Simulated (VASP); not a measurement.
# SiGe63 (a cell with a defect) in VASP: single point with PBEsol

Aim: the single point of SiGe63 (a cell with a defect) with PBEsol.

Everything below comes from runs of VASP 6.6.1. Logs are shortened: lines on timing, memory, paths and dates and some standing lists are left out, and cuts for length are marked.

## (1) The cell of the first run

The cell holds a defect, 64 atoms: a = 11.351 Å, b = 11.351 Å, c = 11.351 Å, α = 90.00°, β = 90.00°, γ = 90.00°.

## (2) Single point, PBEsol

The input, INCAR:

```
PREC = Accurate
ENCUT = 410
EDIFF = 1E-6
ISMEAR = -1
SIGMA = 0.05
LREAL = Auto
LASPH = True
NELM = 120
ALGO = Normal
ISIF = 2
LWAVE = False
LCHARG = False
GGA = PS
NBANDS = 481
ISYM = -1
GGA_COMPAT = False
KPAR = 1
```

The input, KPOINTS:

```
explicit points
1
Reciprocal
  0.25000000   0.25000000   0.25000000 1
```

The input, POSCAR:

```
SiGe63
1.0
   11.3511840000      0.0000000000      0.0000000000
    0.0000000000     11.3511840000      0.0000000000
    0.0000000000      0.0000000000     11.3511840000
Ge Si
63 1
Direct
    0.9995630000      0.0000360000      0.0002560000
    0.9998280000      0.0001230000      0.4999730000
    0.9996430000      0.5001380000      0.9998860000
    0.9995430000      0.5000350000      0.5001460000
    0.4997010000      0.0000450000      0.9999070000
    0.4995440000      0.0000820000      0.5000720000
    0.4995580000      0.5000100000      0.0000460000
    0.1252690000      0.1252220000      0.1248400000
    0.1254610000      0.1253430000      0.6252640000
    0.1253820000      0.6250190000      0.1253350000
    0.1251890000      0.6251370000      0.6249390000
    0.6251010000      0.1253200000      0.1253380000
    0.6251910000      0.1252080000      0.6248970000
    0.6251590000      0.6251610000      0.1247530000
    0.6227230000      0.6226700000      0.6227630000
    0.2499700000      0.2503740000      0.9996350000
    0.2500770000      0.2506970000      0.5000680000
    0.2496680000      0.7501060000      0.9999520000
    0.2504250000      0.7494320000      0.4997510000
    0.7497980000      0.2502050000      0.9999750000
    0.7493320000      0.2507170000      0.4997910000
    0.7500990000      0.7500040000      0.9996220000
    0.7490120000      0.7494310000      0.4999200000
    0.3749040000      0.3752580000      0.1254810000
    0.3770990000      0.3770830000      0.6230540000
    0.3750470000      0.8747580000      0.1254270000
    0.3748440000      0.8751270000      0.6252670000
    0.8747360000      0.3752160000      0.1254240000
    0.8748150000      0.3751140000      0.6253450000
    0.8748810000      0.8751700000      0.1253540000
    0.8747470000      0.8746890000      0.6248910000
    0.2500690000      0.0001170000      0.2498710000
    0.2498370000      0.9999880000      0.7502580000
    0.2502290000      0.5001410000      0.2507830000
    0.2507180000      0.5001240000      0.7491650000
    0.7497330000      0.0000280000      0.2502370000
    0.7500820000      0.0000790000      0.7498180000
    0.7493140000      0.5002550000      0.2504210000
    0.7490610000      0.4998950000      0.7495040000
    0.3748400000      0.1254590000      0.3752460000
    0.3751940000      0.1257480000      0.8745130000
    0.3772530000      0.6234590000      0.3768940000
    0.3748630000      0.6253330000      0.8751580000
    0.8750080000      0.1256990000      0.3748030000
    0.8749870000      0.1252850000      0.8753270000
    0.8749360000      0.6253230000      0.3752240000
    0.8748340000      0.6252530000      0.8744050000
    0.0001640000      0.2501480000      0.2496220000
    0.9998250000      0.2498830000      0.7499650000
    0.9998980000      0.7497940000      0.2499050000
    0.0002190000      0.7501310000      0.7497250000
    0.5000100000      0.2504760000      0.2505390000
    0.5001910000      0.2507680000      0.7490690000
    0.5002240000      0.7493940000      0.2503450000
    0.4997500000      0.7492220000      0.7493110000
    0.1247450000      0.3753470000      0.3752770000
    0.1252150000      0.3753920000      0.8746050000
    0.1251520000      0.8751090000      0.3748960000
    0.1247560000      0.8753640000      0.8753580000
    0.6230620000      0.3774360000      0.3770070000
    0.6249050000      0.3752700000      0.8752590000
    0.6248730000      0.8752300000      0.3753270000
    0.6248500000      0.8750780000      0.8746470000
    0.4994880000      0.4998440000      0.4997080000
```

Potentials or basis: VASP PAW PBE potentials, release 64 (Ge_d, Si).

Run with:

```bash
$ cat potpaw_PBE.64/Ge_d/POTCAR potpaw_PBE.64/Si/POTCAR > POTCAR
$ mpirun -np 4 vasp_std > vasp.out
```

OUTCAR:

```text
PREC = Accurate
   ENCUT = 410
   EDIFF = 1E-6
   ISMEAR = -1
   LREAL = Auto
   LASPH = True
   NELM = 120
   ISIF = 2
   GGA = PS
   ISYM = -1

 ion  position               nearest neighbor table
   1  1.000  0.000  0.000-  30 2.46  45 2.46  59 2.46   8 2.46
   2  1.000  0.000  0.500-  58 2.46  31 2.46  44 2.46   9 2.47
   3  1.000  0.500  1.000-  28 2.46  47 2.46  57 2.46  10 2.46
   4  1.000  0.500  0.500-  56 2.46  46 2.46  29 2.46  11 2.46
   5  0.500  0.000  1.000-  63 2.46  26 2.46  41 2.46  12 2.46
   6  0.500  0.000  0.500-  27 2.46  40 2.46  62 2.46  13 2.46
[... 56 lines left out ...]
  63  0.625  0.875  0.875-  37 2.46  22 2.46   5 2.46  55 2.47
  64  0.499  0.500  0.500-  25 2.41  42 2.42  60 2.42  15 2.42

IMPORTANT INFORMATION: All symmetrisations will be switched off!
NOSYMM: (Re-)initialisation of all symmetry stuff for point group C_1.

----------------------------------------------------------------------------------------

                                     Primitive cell

  volume of cell :    1462.5930

  direct lattice vectors                    reciprocal lattice vectors
    11.351184000  0.000000000  0.000000000     0.088096537  0.000000000  0.000000000
     0.000000000 11.351184000  0.000000000     0.000000000  0.088096537  0.000000000
     0.000000000  0.000000000 11.351184000     0.000000000  0.000000000  0.088096537

  length of vectors
    11.351184000 11.351184000 11.351184000     0.088096537  0.088096537  0.088096537

  position of ions in fractional coordinates (direct lattice)
     0.999563000  0.000036000  0.000256000
     0.999828000  0.000123000  0.499973000
     0.999643000  0.500138000  0.999886000
     0.999543000  0.500035000  0.500146000
     0.499701000  0.000045000  0.999907000
     0.499544000  0.000082000  0.500072000
[... 56 lines left out ...]
     0.624850000  0.875078000  0.874647000
     0.499488000  0.499844000  0.499708000

  ion indices of the primitive-cell ions
   primitive index   ion index
                 1           1
                 2           2
                 3           3
                 4           4
                 5           5
                 6           6
[... 56 lines left out ...]
                63          63
                64          64

----------------------------------------------------------------------------------------

 KPOINTS: explicit points

Read explicit list of k-points.

 Found      1 k-points:

 Following reciprocal coordinates:
            Coordinates               Weight
  0.250000  0.250000  0.250000      1.000000
   k-points           NKPTS =      1   k-points in BZ     NKDIM =      1   number of bands    NBANDS=    484
   number of dos      NEDOS =    301   number of ions     NIONS =     64
   total plane-waves  NPLWV = 512000
   dimension x,y,z NGX =    80 NGY =   80 NGZ =   80
   dimension x,y,z NGXF=   160 NGYF=  160 NGZF=  160
   ions per type =              63   1
   NGX,Y,Z   is equivalent  to a cutoff of  11.72, 11.72, 11.72 a.u.
   NGXF,Y,Z  is equivalent  to a cutoff of  23.43, 23.43, 23.43 a.u.
 SYSTEM =  unknown system
   PREC   = accura    normal or accurate (medium, high low for compatibility)
   ISTART =      0    job   : 0-new  1-cont  2-samecut
   ICHARG =      2    charge: 1-file 2-atom 10-const
   ISPIN  =      1    spin polarized calculation?
   LNONCOLLINEAR =      F non collinear calculations
   LSORBIT =      F    spin-orbit coupling
   LASPH  =      T    aspherical Exc in radial PAW
   ENCUT  =  410.0 eV  30.13 Ry    5.49 a.u.  18.74 18.74 18.74*2*pi/ulx,y,z
   NELM   =    120;   NELMIN=  2; NELMDL= -5     # of ELM steps
   EDIFF  = 0.1E-05   stopping-criterion for ELM
   LREAL  =      T    real-space projection
   EDIFFG = 0.1E-04   stopping-criterion for IOM
   NSW    =      0    number of steps for IOM
   IBRION =     -1    ionic relax: 0-MD 1-quasi-New 2-CG
   NFREE  =      0    steps in history (QN), initial steepest desc. (CG)
   ISIF   =      2    stress and relaxation
   ISYM   =     -1    0-nonsym 1-usesym 2-fastsym
   POTIM  = 0.5000    time-step for ionic-motion
   TEBEG  =    0.0;   TEEND  =   0.0 temperature during run
   PSTRESS=    0.0 pullay stress
   NELECT =     886.0000    total number of electrons
   NUPDOWN=      -1.0000    fix difference up-down
   EMIN   =  10.00;   EMAX   =-10.00  energy-range for DOS
   EFERMI =   0.00;   METHOD = LEGACY
   ISMEAR =    -1;   SIGMA  =   0.05  broadening in eV -4-tet -1-fermi 0-gaus
   EFERMI_NEDOS =   21; number of points for ismear=-14 and -15
   IALGO  =     38    algorithm
   IMIX   =      4    mixing-type and parameters
     AMIX     =   0.40;   BMIX     =  1.00
     AMIX_MAG =   1.60;   BMIX_MAG =  1.00
  volume/ion in A,a.u.               =      22.85       154.22
  Fermi-wavevector in a.u.,A,eV,Ry     =   1.385197  2.617643 26.106465  1.918771
  Thomas-Fermi vector in A             =   2.509630
   LORBIT       =      0    0 simple, 1 ext, 2 COOP (PROOUT), +10 PAW based schemes
   GGA     = PS    functional components
   LHFCALC =     F    Hartree Fock is set to
   AEXX    =    0.0000 exact exchange contribution
   IVDW    =     0    specifies the selected vdW correction
   LEPSILON=     F    determine dielectric tensor
   LRPA    =     F    only Hartree local field effects (RPA)
 non-spin polarized calculation
  energy-cutoff  :      410.00
  volume of cell :     1462.59
 maximum number of plane-waves:     27574
 NGX is ok and might be reduce to    80
   NGX = 37   NGY = 37   NGZ = 37

 number of electron     885.9999291 magnetization

 Free energy of the ion-electron system (eV)
  ---------------------------------------------------
  ext. energy  EPLUGINS =         0.00000000
  ---------------------------------------------------
  free energy    TOTEN  =      -316.45663086 eV

  energy without entropy =     -316.44858155  energy(sigma->0) =     -316.45260620

 E-fermi :   4.7205     XC(G=0): -10.0665

 val. band max:        4.4328665975   @ k =   0.2500   0.2500   0.2500
 cond. band min:       4.9737703320   @ k =   0.2500   0.2500   0.2500
 fundamental gap:      0.5409037345
 Fermi energy:         4.7205086107

 k-point     1 :       0.2500    0.2500    0.2500
  band No.  band energies     occupation
      1     -20.0232      2.00000
      2     -20.0230      2.00000
      3     -20.0218      2.00000
      4     -20.0212      2.00000
      5     -20.0211      2.00000
      6     -20.0204      2.00000
[... 447 lines left out ...]
    454       6.1181      0.00000
    455       6.2977      0.00000
 [bands above 455 left out]

------------------------ aborting loop because EDIFF is reached ----------------------------------------

  FORCE on cell =-STRESS in cart. coord.  units (eV):
  Direction    XX          YY          ZZ          XY          YZ          ZX
  --------------------------------------------------------------------------------------
  -------------------------------------------------------------------------------------
  Total       -6.4707918     -6.4731102     -6.4734676     -9.7889241     -9.8212665     -9.8329233
  in kB       -7.0883396     -7.0908793     -7.0912708    -10.7231418    -10.7585710    -10.7713402
  external PRESSURE =      -7.0901632 kB  Pullay stress =       0.0000000 kB

 VOLUME and BASIS-vectors are now :
 -----------------------------------------------------------------------------
  energy-cutoff  :      410.00
  volume of cell :     1462.59
      direct lattice vectors                 reciprocal lattice vectors
    11.351184000  0.000000000  0.000000000     0.088096537  0.000000000  0.000000000
     0.000000000 11.351184000  0.000000000     0.000000000  0.088096537  0.000000000
     0.000000000  0.000000000 11.351184000     0.000000000  0.000000000  0.088096537

 POSITION                                       TOTAL-FORCE (eV/Angst)
 -----------------------------------------------------------------------------------
     11.34622      0.00041      0.00291         0.006466      0.007313     -0.002480
     11.34923      0.00140      5.67529        -0.000159      0.002282     -0.011765
     11.34713      5.67716     11.34989         0.011854     -0.007149     -0.010771
     11.34600      5.67599      5.67725        -0.000780      0.003872      0.004349
      5.67220      0.00051     11.35013        -0.000257      0.005472     -0.006003
      5.67042      0.00093      5.67641         0.003653      0.001992      0.002719
[... 56 lines left out ...]
      7.09279      9.93317      9.92828         0.011076     -0.019850     -0.001536
      5.66978      5.67382      5.67228         0.007737     -0.002563     -0.016161
 -----------------------------------------------------------------------------------
    total drift:                                0.001789      0.000744     -0.000582

  FREE ENERGIE OF THE ION-ELECTRON SYSTEM (eV)
  ---------------------------------------------------
  free  energy   TOTEN  =      -316.4566308565 eV

  energy  without entropy=     -316.4485815492  energy(sigma->0) =     -316.45260620
```

Wall time 17 min (4 MPI ranks of AMD EPYC, shared host); peak memory 0.46 GiB.

Results:

| Quantity | Value |
| --- | --- |
| Free energy | -316.4566 eV |
| Pressure | -0.7 GPa |
| Largest force | 0.032 eV/Å |

Forces in eV/Å, atoms in the order of the input:
```
Ge   0.006  0.007 -0.002
Ge   0.000  0.002 -0.012
Ge   0.012 -0.007 -0.011
Ge  -0.001  0.004  0.004
Ge   0.000  0.005 -0.006
Ge   0.004  0.002  0.003
Ge   0.000  0.004  0.001
Ge   0.008  0.003 -0.007
Ge  -0.018  0.001 -0.003
Ge  -0.012  0.003  0.001
Ge   0.005  0.000 -0.004
Ge  -0.011  0.008  0.003
Ge   0.005 -0.005 -0.001
Ge   0.008  0.005  0.000
Ge  -0.015  0.004  0.003
Ge   0.001 -0.008  0.005
Ge   0.006 -0.008  0.008
Ge   0.009 -0.002  0.006
Ge   0.002  0.014 -0.007
Ge  -0.003 -0.008  0.009
Ge  -0.004  0.005 -0.011
Ge  -0.022  0.023  0.002
Ge   0.009 -0.007  0.005
Ge  -0.002 -0.012 -0.006
Ge  -0.001  0.013  0.006
Ge   0.004  0.005 -0.004
Ge  -0.004 -0.012  0.000
Ge  -0.003  0.009 -0.003
Ge   0.001 -0.008 -0.002
Ge  -0.005 -0.015 -0.002
Ge  -0.001  0.012  0.004
Ge  -0.012 -0.004  0.005
Ge   0.009  0.001 -0.009
Ge   0.009  0.008 -0.009
Ge  -0.016 -0.006  0.005
Ge   0.009  0.002 -0.004
Ge  -0.013 -0.002  0.005
Ge  -0.008 -0.006  0.010
Ge   0.010  0.008 -0.007
Ge   0.007 -0.004 -0.006
Ge   0.000 -0.001  0.016
Ge  -0.007  0.001  0.018
Ge   0.004 -0.004 -0.002
Ge  -0.011 -0.002  0.019
Ge  -0.001 -0.008 -0.011
Ge  -0.004 -0.003 -0.007
Ge   0.002 -0.004  0.004
Ge  -0.006 -0.006  0.007
Ge   0.008  0.010  0.001
Ge   0.002  0.015  0.005
Ge  -0.011 -0.009  0.001
Ge   0.008  0.001 -0.007
Ge   0.001 -0.009  0.001
Ge  -0.001  0.000  0.000
Ge   0.013  0.015 -0.002
Ge   0.003 -0.002 -0.001
Ge   0.001  0.006 -0.001
Ge   0.014 -0.015  0.009
Ge   0.001  0.001 -0.001
Ge   0.010 -0.003  0.008
Ge  -0.008  0.000  0.000
Ge  -0.009  0.006 -0.007
Ge   0.011 -0.020 -0.002
Si   0.008 -0.003 -0.016
```

Caveat: the PAW data sets were made with another functional, which shifts forces and pressure a little.
